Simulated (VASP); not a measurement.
Here is a VASP 6.6.1 calculation.

INCAR

```
SYSTEM = Be3Te2Se
PREC = Accurate
ENCUT = 520
EDIFF = 1E-7
ISMEAR = 0
SIGMA = 0.02
LREAL = .False.
LASPH = .True.
NELM = 80
ALGO = Normal
ISIF = 2
LWAVE = .False.
LCHARG = .True.
GGA = PE
LELF = .True.
LVHAR = .True.
NBANDS = 21
```

File KPOINTS:

```
Automatic mesh
0
Gamma
  10 10 10
  0 0 0
```

File POSCAR:

```
Be3Te2Se
1.0
   -1.9491338220      1.9491338220      8.2420013308
    1.9491338220     -1.9491338220      8.2420013308
    1.9491338220      1.9491338220     -8.2420013308
Be Te Se
3 2 1
Direct
    0.7500000000      0.2500000000      0.5000000000
    0.0745996782      0.5745996782      0.5000000000
    0.4254003218      0.9254003218      0.5000000000
    0.6625245130      0.6625245130      0.0000000000
    0.3374754870      0.3374754870      0.0000000000
    0.0000000000      0.0000000000      0.0000000000
```

Potentials or basis: VASP PAW PBE potentials, release 64 (Be, Te, Se).

The run is started by

```console
$ cat potpaw_PBE.64/Be/POTCAR potpaw_PBE.64/Te/POTCAR potpaw_PBE.64/Se/POTCAR > POTCAR
$ mpirun -np 1 vasp_std > vasp.out
```

Problem. Estimate the pressure.

Solution. 0.1 GPa.

Problem. What does it give for the band gap on the k mesh?

Solution. 2.03 eV (least direct gap 2.11 eV).

Forces in eV/Å, atoms in the order of the input:
```
Be   0.000  0.000  0.000
Be   0.000  0.000 -0.008
Be   0.000  0.000  0.008
Te   0.000  0.000  0.009
Te   0.000  0.000 -0.009
Se   0.000  0.000  0.000
```

Caveat: spin-orbit coupling is left out, which moves the levels of the heavy elements. A k mesh can miss the band edges.
